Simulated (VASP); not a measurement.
# SrO in VASP: further runs

The runs below take SrO through single point, with LDA.

Everything below comes from runs of VASP 6.6.1. Logs are shortened: lines on timing, memory, paths and dates and some standing lists are left out, and cuts for length are marked.

### 1 The cell of the first run

The typed cell holds 4 atoms: a = 3.581 Å, b = 3.581 Å, c = 6.203 Å, α = 73.22°, β = 73.22°, γ = 60.00°.

### 2 Single point, LDA (mode 6 frozen in at +0.000 Å and mode 10 at -0.083 Å (largest displacements))

File INCAR:

```
ALGO = Normal
EDIFF = 1E-7
ENCUT = 520
ISIF = 2
ISMEAR = 0
LASPH = True
LCHARG = False
LREAL = False
LWAVE = False
NBANDS = 24
NELM = 80
PREC = Accurate
SIGMA = 0.05
```

File KPOINTS:

```
k-points
0
Gamma
  9 9 8
```

File POSCAR:

```
SrO
1.0
    0.0000000000     -2.5321850030     -2.5321850030
   -2.5321850030      0.0000000000     -2.5321850030
    2.5321850030      2.5321850030     -5.0643700061
Sr O
2 2
Direct
    0.0000000000      0.0000000000      0.0000000000
    0.5000000000      0.5000000000      0.5000000000
    0.7301482177      0.7755950605      0.7499994306
    0.2698517823      0.2244049395      0.2500005694
```

Potentials or basis: VASP PAW LDA potentials, release 64 (Sr_sv, O).

On the command line:

```
$ cat potpaw_LDA.64/Sr_sv/POTCAR potpaw_LDA.64/O/POTCAR > POTCAR
$ mpirun -np 1 vasp_std > vasp.out
```

OUTCAR:

```text
EDIFF = 1E-7
   ENCUT = 520
   ISIF = 2
   ISMEAR = 0
   LASPH = True
   LREAL = False
   NELM = 80
   PREC = Accurate

 ion  position               nearest neighbor table
   1  0.000  0.000  0.000-   3 2.48   4 2.48   4 2.52   3 2.52   4 2.60   3 2.60   2 3.58   2 3.58
                             2 3.58   2 3.58   2 3.58   2 3.58   2 5.06   2 5.06   2 5.06   2 5.06
   2  0.500  0.500  0.500-   4 2.47   3 2.47   4 2.55   3 2.55   4 2.58   3 2.58   1 3.58   1 3.58
                             1 3.58   1 3.58   1 3.58   1 3.58   1 5.06   1 5.06   1 5.06   1 5.06
   3  0.730  0.776  0.750-   2 2.47   1 2.48   1 2.52   2 2.55   2 2.58   1 2.60
   4  0.270  0.224  0.250-   2 2.47   1 2.48   1 2.52   2 2.55   2 2.58   1 2.60

  LATTYP: Found a trigonal (rhomboedric) cell.
 ALAT       =     6.2025611917
 COS(alpha) =     0.8333333333

  Lattice vectors:

 A1 = (   2.5321850030,   5.0643700060,  -2.5321850031)
 A2 = (   5.0643700060,   2.5321850030,  -2.5321850031)
 A3 = (   2.5321850030,   2.5321850030,  -5.0643700061)

Analysis of symmetry for initial positions (statically):
=====================================================================
 Subroutine PRICEL returns:
 Original cell was already a primitive cell.

 Routine SETGRP: Setting up the symmetry group for a
 trigonal (rhombohedral) supercell.

 Subroutine GETGRP returns: Found  2 space group operations
 (whereof  2 operations were pure point group operations)
 out of a pool of 12 trial point group operations.

The static configuration has the point symmetry S_2 .

Analysis of symmetry for dynamics (positions and initial velocities):
=====================================================================
 Subroutine PRICEL returns:
 Original cell was already a primitive cell.

 Routine SETGRP: Setting up the symmetry group for a
 trigonal (rhombohedral) supercell.

 Subroutine GETGRP returns: Found  2 space group operations
 (whereof  2 operations were pure point group operations)
 out of a pool of 12 trial point group operations.

The dynamic configuration has the point symmetry S_2 .

 Subroutine INISYM returns: Found  2 space group operations
 (whereof  2 operations are pure point group operations),
 and found     1 'primitive' translations

----------------------------------------------------------------------------------------

                                     Primitive cell

  volume of cell :      64.9451

  direct lattice vectors                    reciprocal lattice vectors
     0.000000000 -2.532185003 -2.532185003     0.098728963 -0.296186890 -0.098728963
    -2.532185003  0.000000000 -2.532185003    -0.296186890  0.098728963 -0.098728963
     2.532185003  2.532185003 -5.064370006     0.098728963  0.098728963 -0.098728963

  length of vectors
     3.581050374  3.581050374  6.202561192     0.327446927  0.327446927  0.171003580

  position of ions in fractional coordinates (direct lattice)
     0.000000000  0.000000000  0.000000000
     0.500000000  0.500000000  0.500000000
     0.730148218  0.775595061  0.749999431
     0.269851782  0.224404939  0.250000569

  ion indices of the primitive-cell ions
   primitive index   ion index
                 1           1
                 2           2
                 3           3
                 4           4

----------------------------------------------------------------------------------------

 KPOINTS: k-points

Automatic generation of k-mesh.
 Grid dimensions read from file:
 generate k-points for:    9    9    8

 Generating k-lattice:

  Cartesian coordinates                     Fractional coordinates (reciprocal lattice)
     0.010969885 -0.032909654 -0.010969885     0.111111111  0.000000000 -0.000000000
    -0.032909654  0.010969885 -0.010969885     0.000000000  0.111111111 -0.000000000
     0.012341120  0.012341120 -0.012341120     0.000000000  0.000000000  0.125000000

  Length of vectors
     0.036382992  0.036382992  0.021375448

  Shift w.r.t. Gamma in fractional coordinates (k-lattice)
     0.000000000  0.000000000  0.000000000

 -----------------------------------------------------------------------------
|                                                                             |
|           W    W    AA    RRRRR   N    N  II  N    N   GGGG   !!!           |
|           W    W   A  A   R    R  NN   N  II  NN   N  G    G  !!!           |
|           W    W  A    A  R    R  N N  N  II  N N  N  G       !!!           |
|           W WW W  AAAAAA  RRRRR   N  N N  II  N  N N  G  GGG   !            |
|           WW  WW  A    A  R   R   N   NN  II  N   NN  G    G                |
|           W    W  A    A  R    R  N    N  II  N    N   GGGG   !!!           |
|                                                                             |
|     Your reciprocal lattice and k-lattice belong to different lattice       |
|     classes:                                                                |
|                                                                             |
|        The reciprocal lattice is rhombohedral (trigonal),                   |
|        whereas your k-lattice is base-centered monoclinic.                  |
|                                                                             |
|     Results are often still useful ...                                      |
|                                                                             |
 -----------------------------------------------------------------------------

 WARNING: IBZKPT: internal override: KBLOWUP is changed to .FALSE.
      ... skipping the blow-up phase ...

 Subroutine IBZKPT returns following result:
 ===========================================

 Found    325 irreducible k-points:

 Following reciprocal coordinates:
            Coordinates               Weight
  0.000000  0.000000  0.000000      1.000000
  0.111111  0.000000  0.000000      2.000000
  0.222222  0.000000 -0.000000      2.000000
  0.333333  0.000000 -0.000000      2.000000
  0.444444  0.000000 -0.000000      2.000000
  0.000000  0.111111  0.000000      2.000000
[... 16 lines left out ...]
 -0.111111  0.222222 -0.000000      2.000000
  0.000000  0.333333 -0.000000      2.000000
 [... further k-points ...]
   k-points           NKPTS =    325   k-points in BZ     NKDIM =    325   number of bands    NBANDS=     24
   number of dos      NEDOS =    301   number of ions     NIONS =      4
   total plane-waves  NPLWV =  37632
   dimension x,y,z NGX =    28 NGY =   28 NGZ =   48
   dimension x,y,z NGXF=    56 NGYF=   56 NGZF=   96
   ions per type =               2   2
   NGX,Y,Z   is equivalent  to a cutoff of  13.00, 13.00, 12.87 a.u.
   NGXF,Y,Z  is equivalent  to a cutoff of  26.00, 26.00, 25.73 a.u.
 SYSTEM =  unknown system
   PREC   = accura    normal or accurate (medium, high low for compatibility)
   ISTART =      0    job   : 0-new  1-cont  2-samecut
   ICHARG =      2    charge: 1-file 2-atom 10-const
   ISPIN  =      1    spin polarized calculation?
   LNONCOLLINEAR =      F non collinear calculations
   LSORBIT =      F    spin-orbit coupling
   LASPH  =      T    aspherical Exc in radial PAW
   ENCUT  =  520.0 eV  38.22 Ry    6.18 a.u.   6.66  6.66 11.53*2*pi/ulx,y,z
   NELM   =     80;   NELMIN=  2; NELMDL= -5     # of ELM steps
   EDIFF  = 0.1E-06   stopping-criterion for ELM
   LREAL  =      F    real-space projection
   EDIFFG = 0.1E-05   stopping-criterion for IOM
   NSW    =      0    number of steps for IOM
   IBRION =     -1    ionic relax: 0-MD 1-quasi-New 2-CG
   NFREE  =      0    steps in history (QN), initial steepest desc. (CG)
   ISIF   =      2    stress and relaxation
   ISYM   =      2    0-nonsym 1-usesym 2-fastsym
   POTIM  = 0.5000    time-step for ionic-motion
   TEBEG  =    0.0;   TEEND  =   0.0 temperature during run
   PSTRESS=    0.0 pullay stress
   NELECT =      32.0000    total number of electrons
   NUPDOWN=      -1.0000    fix difference up-down
   EMIN   =  10.00;   EMAX   =-10.00  energy-range for DOS
   EFERMI =   0.00;   METHOD = LEGACY
   ISMEAR =     0;   SIGMA  =   0.05  broadening in eV -4-tet -1-fermi 0-gaus
   EFERMI_NEDOS =   21; number of points for ismear=-14 and -15
   IALGO  =     38    algorithm
   IMIX   =      4    mixing-type and parameters
     AMIX     =   0.40;   BMIX     =  1.00
     AMIX_MAG =   1.60;   BMIX_MAG =  1.00
  volume/ion in A,a.u.               =      16.24       109.57
  Fermi-wavevector in a.u.,A,eV,Ry     =   1.293032  2.443477 22.748025  1.671933
  Thomas-Fermi vector in A             =   2.424703
   LORBIT       =      0    0 simple, 1 ext, 2 COOP (PROOUT), +10 PAW based schemes
   GGA     = CA    functional components
   LHFCALC =     F    Hartree Fock is set to
   AEXX    =    0.0000 exact exchange contribution
   IVDW    =     0    specifies the selected vdW correction
   LEPSILON=     F    determine dielectric tensor
   LRPA    =     F    only Hartree local field effects (RPA)
 non-spin polarized calculation
 Gauss-broadening in eV      SIGMA  =   0.05
  energy-cutoff  :      520.00
  volume of cell :       64.95
 maximum number of plane-waves:      1773
   NGX = 13   NGY = 13   NGZ = 23

 number of electron      31.9999996 magnetization

 Free energy of the ion-electron system (eV)
  ---------------------------------------------------
  ext. energy  EPLUGINS =         0.00000000
  ---------------------------------------------------
  free energy    TOTEN  =       -26.73818193 eV

  energy without entropy =      -26.73818193  energy(sigma->0) =      -26.73818193

 E-fermi :   1.8471     XC(G=0): -10.7418

 val. band max:        1.5849765997   @ k =   0.0000   0.0000   0.0000
 cond. band min:       4.6918852834   @ k =   0.0000   0.4444   0.5000
 fundamental gap:      3.1069086838
 Fermi energy:         1.8470605711

 k-point     1 :       0.0000    0.0000    0.0000
  band No.  band energies     occupation
      1     -30.3613      2.00000
      2     -30.1831      2.00000
      3     -14.9817      2.00000
      4     -13.2509      2.00000
      5     -12.1335      2.00000
      6     -12.1314      2.00000
[... 16 lines left out ...]
     23      10.1397      0.00000
     24      10.2040      0.00000

 k-point     2 :       0.1111    0.0000    0.0000
  band No.  band energies     occupation
      1     -30.3426      2.00000
      2     -30.1755      2.00000
      3     -14.8825      2.00000
      4     -13.5560      2.00000
      5     -12.2641      2.00000
      6     -12.1578      2.00000
[... 586 lines left out ...]
 k-point    24 :       0.0000    0.3333   -0.0000
  band No.  band energies     occupation
      1     -30.2307      2.00000
      2     -30.1433      2.00000
      3     -14.3987      2.00000
      4     -14.3301      2.00000
      5     -12.8725      2.00000
      6     -12.2832      2.00000
[... 16 lines left out ...]
     23      10.8893      0.00000
     24      11.3589      0.00000

 [... further k-points ...]
[... 5 lines left out ...]
  --------------------------------------------------------------------------------------
  -------------------------------------------------------------------------------------
  Total        0.5717782      0.4702848      0.3313599      0.0714060      0.0009148     -0.0289864
  in kB       14.1056100     11.6017972      8.1745575      1.7615659      0.0225675     -0.7150855
  external PRESSURE =      11.2939883 kB  Pullay stress =       0.0000000 kB

 VOLUME and BASIS-vectors are now :
 -----------------------------------------------------------------------------
  energy-cutoff  :      520.00
  volume of cell :       64.95
      direct lattice vectors                 reciprocal lattice vectors
     0.000000000 -2.532185003 -2.532185003     0.098728963 -0.296186890 -0.098728963
    -2.532185003  0.000000000 -2.532185003    -0.296186890  0.098728963 -0.098728963
     2.532185003  2.532185003 -5.064370006     0.098728963  0.098728963 -0.098728963

 POSITION                                       TOTAL-FORCE (eV/Angst)
 -----------------------------------------------------------------------------------
      0.00000      0.00000      0.00000         0.000000      0.000000     -0.000000
      0.00000      0.00000     -5.06437         0.000000     -0.000000      0.000000
     -0.06481      0.05027     -7.61110         0.333107     -0.256040      0.072827
      0.06481     -0.05027     -2.51764        -0.333107      0.256040     -0.072827
 -----------------------------------------------------------------------------------
    total drift:                               -0.000000     -0.000000      0.000000

  FREE ENERGIE OF THE ION-ELECTRON SYSTEM (eV)
  ---------------------------------------------------
  free  energy   TOTEN  =       -26.7381819323 eV

  energy  without entropy=      -26.7381819323  energy(sigma->0) =      -26.73818193
```

It took 4.6 min on 1 thread of Intel Xeon 6975P-C (Granite Rapids), shared host; peak memory 0.5 GiB.

What came out:

- Free energy: -26.7382 eV
- Pressure: 1.1 GPa
- Largest force: 0.426 eV/Å
- Band gap on the k mesh: 3.11 eV

Forces on the atoms (eV/Å):
```
Sr   0.000  0.000  0.000
Sr   0.000  0.000  0.000
O    0.333 -0.256  0.073
O   -0.333  0.256 -0.073
```

Caveat: the cell differs from its parent crystal (mode 6 frozen in at +0.000 Å and mode 10 at -0.083 Å (largest displacements)). A k mesh can miss the band edges.

### 3 Single point, LDA (mode 6 frozen in at -0.045 Å and mode 10 at +0.000 Å (largest displacements))

File INCAR:

```
PREC = Accurate
ENCUT = 520
EDIFF = 1E-7
ISMEAR = 0
SIGMA = 0.05
LREAL = False
LASPH = True
NELM = 100
ALGO = Normal
ISIF = 2
LWAVE = False
LCHARG = True
GGA = CA
LELF = True
LVHAR = True
NBANDS = 24
ISYM = 0
```

File KPOINTS:

```
regular mesh
0
Gamma
  9 9 8
```

File POSCAR:

```
SrO
1.0
    0.0000000000     -2.5321850030     -2.5321850030
   -2.5321850030      0.0000000000     -2.5321850030
    2.5321850030      2.5321850030     -5.0643700061
Sr O
2 2
Direct
    0.0008166432     -0.0024499297      0.0008166432
    0.5008166432      0.4975500703      0.5008166432
    0.7455275780      0.7634172661      0.7455275780
    0.2455275780      0.2634172661      0.2455275780
```

Potentials or basis: VASP PAW LDA potentials, release 64 (Sr_sv, O).

On the command line:

```
$ cat potpaw_LDA.64/Sr_sv/POTCAR potpaw_LDA.64/O/POTCAR > POTCAR
$ mpirun -np 1 vasp_std > vasp.out
```

Run time: 6.7 min. Hardware: 1 thread of Intel Xeon Platinum 8488C (Sapphire Rapids), shared host; peak memory 0.49 GiB.

The run converged. Its results:

```
Free energy            : -26.7663 eV
Pressure               : 0.9 GPa
Largest force          : 0.138 eV/Å
Band gap on the k mesh : 3.13 eV
```

Forces on the atoms (eV/Å):
```
Sr  -0.138  0.000  0.000
Sr  -0.138  0.000  0.000
O    0.138  0.000  0.000
O    0.138  0.000  0.000
```

Stress tensor (GPa, compression positive):
```
1.20 0.00 0.00
0.00 0.79 0.00
0.00 0.00 0.79
```

Levels at points of the mesh, in eV from the valence-band top:
```csv
k point,band 13,band 14,band 15,band 16,band 17,band 18,band 19,band 20
"(0.00, 0.00, 0.00)",-1.24,0.00,0.00,0.00,4.14,6.21,6.22,6.22
"(0.00, 0.00, 0.50)",-0.69,-0.69,-0.68,-0.68,6.00,6.00,6.43,6.43
```

Caveat: the cell differs from its parent crystal (mode 6 frozen in at -0.045 Å and mode 10 at +0.000 Å (largest displacements)). A k mesh can miss the band edges.

[end of part 1 of 2]
